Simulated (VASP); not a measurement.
# K (Fm-3m) in VASP: further runs

K is run at these levels: PBEsol; tasks: single point, relaxation of cell and atoms.

Program: VASP 6.6.1. These are calculated values, not measurements. Logs are shortened: lines on timing, memory, paths and dates and some standing lists are left out, and cuts for length are marked.

## (1) The cell of the first run

The structure is cubic, space group Fm-3m (No. 225). The conventional cell has a = 4.738 Å, b = 4.738 Å, c = 4.738 Å, α = 90.00°, β = 90.00°, γ = 90.00°. Within 4.4 Å of K (site symmetry m-3m) lie 12 K at 3.35 Å.

This isn't the form of K at room conditions, which is bcc.

## (2) Single point, PBEsol

INCAR

```
SYSTEM = K
PREC = Accurate
ENCUT = 500
EDIFF = 1E-6
ISMEAR = 1
SIGMA = 0.05
LREAL = .FALSE.
LASPH = .TRUE.
NELM = 120
ALGO = Normal
ISIF = 2
LWAVE = .FALSE.
LCHARG = .FALSE.
GGA = PS
NBANDS = 10
GGA_COMPAT = .FALSE.
```

KPOINTS

```
regular mesh
0
G
  11 11 11
  0 0 0
```

POSCAR

```
K
1.0
    0.0000000000      2.3688169181      2.3688169181
    2.3688169181      0.0000000000      2.3688169181
    2.3688169181      2.3688169181      0.0000000000
K
1
Direct
    0.0000000000      0.0000000000      0.0000000000
```

Potentials or basis: VASP PAW PBE potentials, release 64 (K_sv).

On the command line:

```console
$ cat potpaw_PBE.64/K_sv/POTCAR > POTCAR
$ mpirun -np 1 vasp_std > vasp.out
```

OUTCAR:

```text
SYSTEM = K
   PREC = Accurate
   ENCUT = 500
   EDIFF = 1E-6
   ISMEAR = 1
   LREAL = .FALSE.
   LASPH = .TRUE.
   NELM = 120
   ISIF = 2
   GGA = PS

 ion  position               nearest neighbor table
   1  0.000  0.000  0.000-

  LATTYP: Found a face centered cubic cell.
 ALAT       =     4.7376338362

  Lattice vectors:

 A1 = (   0.0000000000,   2.3688169181,   2.3688169181)
 A2 = (   2.3688169181,   0.0000000000,   2.3688169181)
 A3 = (   2.3688169181,   2.3688169181,   0.0000000000)

Analysis of symmetry for initial positions (statically):
=====================================================================
 Subroutine PRICEL returns:
 Original cell was already a primitive cell.

 Routine SETGRP: Setting up the symmetry group for a
 face centered cubic supercell.

 Subroutine GETGRP returns: Found 48 space group operations
 (whereof 48 operations were pure point group operations)
 out of a pool of 48 trial point group operations.

The static configuration has the point symmetry O_h .

Analysis of symmetry for dynamics (positions and initial velocities):
=====================================================================
 Subroutine PRICEL returns:
 Original cell was already a primitive cell.

 Routine SETGRP: Setting up the symmetry group for a
 face centered cubic supercell.

 Subroutine GETGRP returns: Found 48 space group operations
 (whereof 48 operations were pure point group operations)
 out of a pool of 48 trial point group operations.

The dynamic configuration has the point symmetry O_h .

 Subroutine INISYM returns: Found 48 space group operations
 (whereof 48 operations are pure point group operations),
 and found     1 'primitive' translations

----------------------------------------------------------------------------------------

                                     Primitive cell

  volume of cell :      26.5843

  direct lattice vectors                    reciprocal lattice vectors
     0.000000000  2.368816918  2.368816918    -0.211075831  0.211075831  0.211075831
     2.368816918  0.000000000  2.368816918     0.211075831 -0.211075831  0.211075831
     2.368816918  2.368816918  0.000000000     0.211075831  0.211075831 -0.211075831

  length of vectors
     3.350013012  3.350013012  3.350013012     0.365594064  0.365594064  0.365594064

[... 79 lines left out ...]
   LREAL  =      F    real-space projection
   EDIFFG = 0.1E-04   stopping-criterion for IOM
   NSW    =      0    number of steps for IOM
   IBRION =     -1    ionic relax: 0-MD 1-quasi-New 2-CG
   NFREE  =      0    steps in history (QN), initial steepest desc. (CG)
   ISIF   =      2    stress and relaxation
   ISYM   =      2    0-nonsym 1-usesym 2-fastsym
   POTIM  = 0.5000    time-step for ionic-motion
   TEBEG  =    0.0;   TEEND  =   0.0 temperature during run
   PSTRESS=    0.0 pullay stress
   NELECT =       9.0000    total number of electrons
   NUPDOWN=      -1.0000    fix difference up-down
   EMIN   =  10.00;   EMAX   =-10.00  energy-range for DOS
   EFERMI =   0.00;   METHOD = LEGACY
   ISMEAR =     1;   SIGMA  =   0.05  broadening in eV -4-tet -1-fermi 0-gaus
   EFERMI_NEDOS =   21; number of points for ismear=-14 and -15
   IALGO  =     38    algorithm
   IMIX   =      4    mixing-type and parameters
     AMIX     =   0.40;   BMIX     =  1.00
     AMIX_MAG =   1.60;   BMIX_MAG =  1.00
  volume/ion in A,a.u.               =      26.58       179.40
  Fermi-wavevector in a.u.,A,eV,Ry     =   1.140987  2.156153 17.712774  1.301852
  Thomas-Fermi vector in A             =   2.277688
   LORBIT       =      0    0 simple, 1 ext, 2 COOP (PROOUT), +10 PAW based schemes
   GGA     = PS    functional components
   LHFCALC =     F    Hartree Fock is set to
   AEXX    =    0.0000 exact exchange contribution
   IVDW    =     0    specifies the selected vdW correction
   LEPSILON=     F    determine dielectric tensor
   LRPA    =     F    only Hartree local field effects (RPA)
 non-spin polarized calculation
 Methfessel and Paxton  Order N= 1 SIGMA  =   0.05
  energy-cutoff  :      500.00
  volume of cell :       26.58
 maximum number of plane-waves:       688
   NGX = 13   NGY = 13   NGZ = 13

 number of electron       9.0000001 magnetization

 Free energy of the ion-electron system (eV)
  ---------------------------------------------------
  ext. energy  EPLUGINS =         0.00000000
  ---------------------------------------------------
  free energy    TOTEN  =         0.20906011 eV

  energy without entropy =        0.20890186  energy(sigma->0) =        0.20900736

 E-fermi :   3.5764     XC(G=0):  -9.0191

 val. band max:        3.4981752266   @ k =   0.4545   0.2727   0.0909
 cond. band min:       3.5952385614   @ k =   0.4545   0.2727   0.0000
 fundamental gap:      0.0970633348
 Fermi energy:         3.5763540581

 k-point     1 :       0.0000    0.0000    0.0000
  band No.  band energies     occupation
      1     -28.8241      2.00000
      2     -11.6465      2.00000
      3     -11.6465      2.00000
      4     -11.6465      2.00000
      5       0.1592      2.00000
      6       8.1406      0.00000
      7       8.1406      0.00000
      8       8.1406      0.00000
      9      10.6784      0.00000
     10      10.6784      0.00000
[... 287 lines left out ...]
 k-point    24 :      -0.1818    0.1818    0.0000
  band No.  band energies     occupation
      1     -28.6527      2.00000
      2     -12.4798      2.00000
      3     -11.9708      2.00000
      4     -11.7242      2.00000
      5       2.4447      2.00000
      6       6.3500      0.00000
      7       7.4691      0.00000
      8       9.0498      0.00000
      9       9.3344      0.00000
     10      11.8946      0.00000

 [... further k-points ...]

------------------------ aborting loop because EDIFF is reached ----------------------------------------

  FORCE on cell =-STRESS in cart. coord.  units (eV):
  Direction    XX          YY          ZZ          XY          YZ          ZX
  --------------------------------------------------------------------------------------
  -------------------------------------------------------------------------------------
  Total        3.3206537      3.3206537      3.3206537      0.0000000      0.0000000     -0.0000000
  in kB      200.1288447    200.1288447    200.1288447      0.0000000      0.0000000     -0.0000000
  external PRESSURE =     200.1288447 kB  Pullay stress =       0.0000000 kB

 VOLUME and BASIS-vectors are now :
 -----------------------------------------------------------------------------
  energy-cutoff  :      500.00
  volume of cell :       26.58
      direct lattice vectors                 reciprocal lattice vectors
     0.000000000  2.368816918  2.368816918    -0.211075831  0.211075831  0.211075831
     2.368816918  0.000000000  2.368816918     0.211075831 -0.211075831  0.211075831
     2.368816918  2.368816918  0.000000000     0.211075831  0.211075831 -0.211075831

 POSITION                                       TOTAL-FORCE (eV/Angst)
 -----------------------------------------------------------------------------------
      0.00000      0.00000      0.00000        -0.000000      0.000000     -0.000000
 -----------------------------------------------------------------------------------
    total drift:                               -0.000000      0.000000      0.000000

  FREE ENERGIE OF THE ION-ELECTRON SYSTEM (eV)
  ---------------------------------------------------
  free  energy   TOTEN  =         0.2090601095 eV

  energy  without entropy=        0.2089018635  energy(sigma->0) =        0.20900736
```

Wall time 4.9 s (1 thread of Intel Xeon 6975P-C (Granite Rapids), shared host); peak memory 0.14 GiB.

Results:

```yaml
Free_energy: 0.2091 eV
Pressure: 20.0 GPa
Band_gap_on_the_k_mesh: zero (an odd number of electrons rules out a gap without spin polarisation)
```

Caveat: the cell stands under pressure; the PAW data sets were made with another functional, which shifts forces and pressure a little.

## (3) Single point, PBEsol

This run uses another cell than the first one, of 34.26 Å³/atom.

INCAR

```
SYSTEM = K
  PREC = Accurate
  ENCUT = 500
  EDIFF = 1E-6
  ISMEAR = 1
  SIGMA = 0.05
  LREAL = .FALSE.
  LASPH = .TRUE.
  NELM = 120
  ALGO = Normal
  ISIF = 2
  LWAVE = .FALSE.
  LCHARG = .FALSE.
  GGA = PS
  NBANDS = 10
  GGA_COMPAT = .FALSE.
```

KPOINTS is that of step 2.

POSCAR

```
K
1.0
    0.0000000000      2.5778425767      2.5778425767
    2.5778425767      0.0000000000      2.5778425767
    2.5778425767      2.5778425767      0.0000000000
K
1
Direct
    0.0000000000      0.0000000000      0.0000000000
```

Potentials or basis: VASP PAW PBE potentials, release 64 (K_sv).

On the command line:

```console
$ cat potpaw_PBE.64/K_sv/POTCAR > POTCAR
$ mpirun -np 1 vasp_std > vasp.out
```

It took 9.1 s on 1 thread of Intel Xeon 6975P-C (Granite Rapids), shared host; peak memory 0.16 GiB.

The run converged. Its results:

```
Free energy            : -0.4733 eV
Pressure               : 10.0 GPa
Band gap on the k mesh : zero (an odd number of electrons rules out a gap without spin polarisation)
```

Levels at points of the mesh, in eV from the Fermi level:
| k point | band 1 | band 2 | band 3 | band 4 | band 5 | band 6 | band 7 | band 8 | band 9 | band 10 |
| --- | --- | --- | --- | --- | --- | --- | --- | --- | --- | --- |
| (0.00, 0.00, 0.00) | -32.06 | -15.27 | -15.27 | -15.27 | -3.32 | 4.57 | 4.57 | 4.57 | 6.66 | 6.66 |

Caveat: the cell stands under pressure; the PAW data sets were made with another functional, which shifts forces and pressure a little.

## (4) Single point, PBEsol

This run uses another cell than the first one, of 42.30 Å³/atom.

INCAR

```
PREC = Accurate
ENCUT = 500
EDIFF = 1E-6
ISMEAR = 1
SIGMA = 0.05
LREAL = F
LASPH = T
NELM = 120
ALGO = Normal
ISIF = 2
LWAVE = F
LCHARG = F
GGA = PS
NBANDS = 10
GGA_COMPAT = F
```

KPOINTS

```
Automatic mesh
0
Gamma
  11 11 11
```

POSCAR

```
K
1.0
    0.0000000000      2.7654462139      2.7654462139
    2.7654462139      0.0000000000      2.7654462139
    2.7654462139      2.7654462139      0.0000000000
K
1
Direct
    0.0000000000      0.0000000000      0.0000000000
```

On the command line:

```console
$ cat potpaw_PBE.64/K_sv/POTCAR > POTCAR
$ mpirun -np 1 vasp_std > vasp.out
```

Wall time 9.7 s (1 thread of Intel Xeon 6975P-C (Granite Rapids), shared host); peak memory 0.16 GiB.

It converged, with:

| Quantity | Value |
| --- | --- |
| Free energy | -0.8330 eV |
| Pressure | 5.0 GPa |
| Band gap on the k mesh | zero (an odd number of electrons rules out a gap without spin polarisation) |

Levels at points of the mesh, in eV from the Fermi level:
```csv
k point,band 3,band 4,band 5,band 6,band 7,band 8
"(0.00, 0.00, 0.00)",-15.38,-15.38,-3.13,4.44,4.44,4.44
```

Caveat: the cell stands under pressure; the PAW data sets were made with another functional, which shifts forces and pressure a little.

## (5) Single point, PBEsol

This run uses another cell than the first one, of 71.22 Å³/atom.

INCAR

```
SYSTEM = K
  PREC = Accurate
  ENCUT = 500
  EDIFF = 1E-6
  ISMEAR = 1
  SIGMA = 0.05
  LREAL = .FALSE.
  LASPH = .TRUE.
  NELM = 120
  ALGO = Normal
  ISIF = 2
  LWAVE = .FALSE.
  LCHARG = .TRUE.
  GGA = PS
  LELF = .TRUE.
  LVHAR = .TRUE.
  NBANDS = 10
  GGA_COMPAT = .FALSE.
```

KPOINTS

```
regular mesh
0
G
  11 11 11
  0 0 0
```

POSCAR

```
K
1.0
    0.0000000000      3.2900000000      3.2900000000
    3.2900000000      0.0000000000      3.2900000000
    3.2900000000      3.2900000000      0.0000000000
K
1
Direct
    0.0000000000      0.0000000000      0.0000000000
```

Potentials or basis: VASP PAW PBE potentials, release 64 (K_sv).

On the command line:

```console
$ cat potpaw_PBE.64/K_sv/POTCAR > POTCAR
$ mpirun -np 1 vasp_std > vasp.out
```

OUTCAR:

```text
SYSTEM = K
   PREC = Accurate
   ENCUT = 500
   EDIFF = 1E-6
   ISMEAR = 1
   LREAL = .FALSE.
   LASPH = .TRUE.
   NELM = 120
   ISIF = 2
   GGA = PS

 ion  position               nearest neighbor table
   1  0.000  0.000  0.000-

  LATTYP: Found a face centered cubic cell.
 ALAT       =     6.5800000000

  Lattice vectors:

 A1 = (   0.0000000000,   3.2900000000,   3.2900000000)
 A2 = (   3.2900000000,   0.0000000000,   3.2900000000)
 A3 = (   3.2900000000,   3.2900000000,   0.0000000000)

Analysis of symmetry for initial positions (statically):
=====================================================================
 Subroutine PRICEL returns:
 Original cell was already a primitive cell.

 Routine SETGRP: Setting up the symmetry group for a
 face centered cubic supercell.

 Subroutine GETGRP returns: Found 48 space group operations
 (whereof 48 operations were pure point group operations)
 out of a pool of 48 trial point group operations.

The static configuration has the point symmetry O_h .

Analysis of symmetry for dynamics (positions and initial velocities):
=====================================================================
 Subroutine PRICEL returns:
 Original cell was already a primitive cell.

 Routine SETGRP: Setting up the symmetry group for a
 face centered cubic supercell.

 Subroutine GETGRP returns: Found 48 space group operations
 (whereof 48 operations were pure point group operations)
 out of a pool of 48 trial point group operations.

The dynamic configuration has the point symmetry O_h .

 Subroutine INISYM returns: Found 48 space group operations
 (whereof 48 operations are pure point group operations),
 and found     1 'primitive' translations

[... 113 lines left out ...]
  volume/ion in A,a.u.               =      71.22       480.63
  Fermi-wavevector in a.u.,A,eV,Ry     =   0.821517  1.552442  9.182433  0.674890
  Thomas-Fermi vector in A             =   1.932690
   LORBIT       =      0    0 simple, 1 ext, 2 COOP (PROOUT), +10 PAW based schemes
   GGA     = PS    functional components
   LHFCALC =     F    Hartree Fock is set to
   AEXX    =    0.0000 exact exchange contribution
   IVDW    =     0    specifies the selected vdW correction
   LEPSILON=     F    determine dielectric tensor
   LRPA    =     F    only Hartree local field effects (RPA)
 non-spin polarized calculation
 Methfessel and Paxton  Order N= 1 SIGMA  =   0.05
  energy-cutoff  :      500.00
  volume of cell :       71.22
 maximum number of plane-waves:      1838
 NGX is ok and might be reduce to    36
   NGX = 17   NGY = 17   NGZ = 17

 number of electron       9.0000000 magnetization

 Free energy of the ion-electron system (eV)
  ---------------------------------------------------
  ext. energy  EPLUGINS =         0.00000000
  ---------------------------------------------------
  free energy    TOTEN  =        -1.13196865 eV

  energy without entropy =       -1.13166563  energy(sigma->0) =       -1.13186765

 E-fermi :  -0.0677     XC(G=0):  -5.7767

 val. band max:       -0.0782495104   @ k =   0.4545   0.0000   0.0000
 cond. band min:      -0.0539787901   @ k =  -0.2727   0.2727   0.0909
 fundamental gap:      0.0242707202
 Fermi energy:        -0.0677265247

 k-point     1 :       0.0000    0.0000    0.0000
  band No.  band energies     occupation
      1     -32.0664      2.00000
      2     -15.5748      2.00000
      3     -15.5748      2.00000
      4     -15.5748      2.00000
      5      -2.3033      2.00000
      6       4.1454      0.00000
      7       4.1454      0.00000
      8       4.1454      0.00000
      9       5.4309      0.00000
     10       5.4309      0.00000
[... 287 lines left out ...]
 k-point    24 :      -0.1818    0.1818    0.0000
  band No.  band energies     occupation
      1     -32.0634      2.00000
      2     -15.6165      2.00000
      3     -15.5923      2.00000
      4     -15.5801      2.00000
      5      -1.2818      2.00000
      6       2.6486      0.00000
      7       3.3805      0.00000
      8       4.5316      0.00000
      9       4.7450      0.00000
     10       5.8088      0.00000

 [... further k-points ...]

------------------------ aborting loop because EDIFF is reached ----------------------------------------

  FORCE on cell =-STRESS in cart. coord.  units (eV):
  Direction    XX          YY          ZZ          XY          YZ          ZX
  --------------------------------------------------------------------------------------
  -------------------------------------------------------------------------------------
  Total       -0.0097099     -0.0097099     -0.0097099      0.0000000     -0.0000000     -0.0000000
  in kB       -0.2184284     -0.2184284     -0.2184284      0.0000000     -0.0000000     -0.0000000
  external PRESSURE =      -0.2184284 kB  Pullay stress =       0.0000000 kB

 VOLUME and BASIS-vectors are now :
 -----------------------------------------------------------------------------
  energy-cutoff  :      500.00
  volume of cell :       71.22
      direct lattice vectors                 reciprocal lattice vectors
     0.000000000  3.290000000  3.290000000    -0.151975684  0.151975684  0.151975684
     3.290000000  0.000000000  3.290000000     0.151975684 -0.151975684  0.151975684
     3.290000000  3.290000000  0.000000000     0.151975684  0.151975684 -0.151975684

 POSITION                                       TOTAL-FORCE (eV/Angst)
 -----------------------------------------------------------------------------------
      0.00000      0.00000      0.00000         0.000000      0.000000      0.000000
 -----------------------------------------------------------------------------------
    total drift:                               -0.000000      0.000000      0.000000

  FREE ENERGIE OF THE ION-ELECTRON SYSTEM (eV)
  ---------------------------------------------------
  free  energy   TOTEN  =        -1.1319686517 eV

  energy  without entropy=       -1.1316656329  energy(sigma->0) =       -1.13186765
```

It took 13 s on 1 thread of Intel Xeon 6975P-C (Granite Rapids), shared host; peak memory 0.21 GiB.

What came out:

| Quantity | Value |
| --- | --- |
| Free energy | -1.1320 eV |
| Pressure | 0.0 GPa |
| Band gap on the k mesh | zero (an odd number of electrons rules out a gap without spin polarisation) |

Caveat: the PAW data sets were made with another functional, which shifts forces and pressure a little.

## (6) Relaxation of cell and atoms, PBEsol

This run uses another cell than the first one, of 71.22 Å³/atom.

INCAR

```
PREC = Accurate
ENCUT = 500
EDIFF = 1E-7
ISMEAR = 1
SIGMA = 0.05
LREAL = False
LASPH = True
NELM = 120
ALGO = Normal
ISIF = 3
LWAVE = False
LCHARG = False
GGA = PS
IBRION = 2
NSW = 80
EDIFFG = -0.02
GGA_COMPAT = False
NELMIN = 4
```

KPOINTS

```
regular mesh
0
Gamma
  11 11 11
```

POSCAR is that of step 5.

Potentials or basis: VASP PAW PBE potentials, release 64 (K_sv).

On the command line:

```console
$ cat potpaw_PBE.64/K_sv/POTCAR > POTCAR
$ mpirun -np 1 vasp_std > vasp.out
```

Run time: 12 s. Hardware: 1 thread of Intel Xeon 6975P-C (Granite Rapids), shared host; peak memory 0.2 GiB.

Results (log left out):

```yaml
Free_energy: -1.1320 eV
Pressure_after_relaxing: 0.0 GPa
Band_gap_on_the_k_mesh: zero (an odd number of electrons rules out a gap without spin polarisation)
```

Final structure:
```
K
1.0
     0.00000    3.29000    3.29000
     3.29000    0.00000    3.29000
     3.29000    3.29000    0.00000
K
1
Direct
  0.00000 0.00000 0.00000
```

Levels at points of the mesh, in eV from the Fermi level:
```tsv
k point	band 2	band 3	band 4	band 5	band 6	band 7	band 8
(0.00, 0.00, 0.00)	-15.51	-15.51	-15.51	-2.24	4.21	4.21	4.21
```

Caveat: the relaxation stopped at its first step, so nothing moved; the PAW data sets were made with another functional, which shifts forces and pressure a little.

## (7) Summary

```csv
task,cell,gap on the mesh (eV),pressure (GPa)
single point,"a = 3.350 Å, angles 60.0°, 1 atom",none,20.0
single point,"a = 3.646 Å, angles 60.0°, 1 atom",none,10.0
single point,"a = 3.911 Å, angles 60.0°, 1 atom",none,5.0
single point,"a = 4.653 Å, angles 60.0°, 1 atom",none,0.0
relaxation of cell and atoms,"relaxed from a = 4.653 Å, angles 60.0°, 1 atom",none,0.0
```

Alike in all rows: level PBEsol; potentials or basis VASP PAW PBE potentials, release 64 (K_sv); no spin polarisation; k mesh 11 × 11 × 11; cutoff (eV) 500; smearing methfessel-paxton 0.05 eV.

Caveats: the PAW data sets were made with another functional, which shifts forces and pressure a little; the cell stands under pressure (at least some runs); the relaxation stopped at its first step, so nothing moved (at least some runs).

Total energies depend on the potentials used, so only differences within one code and one set of settings carry meaning.
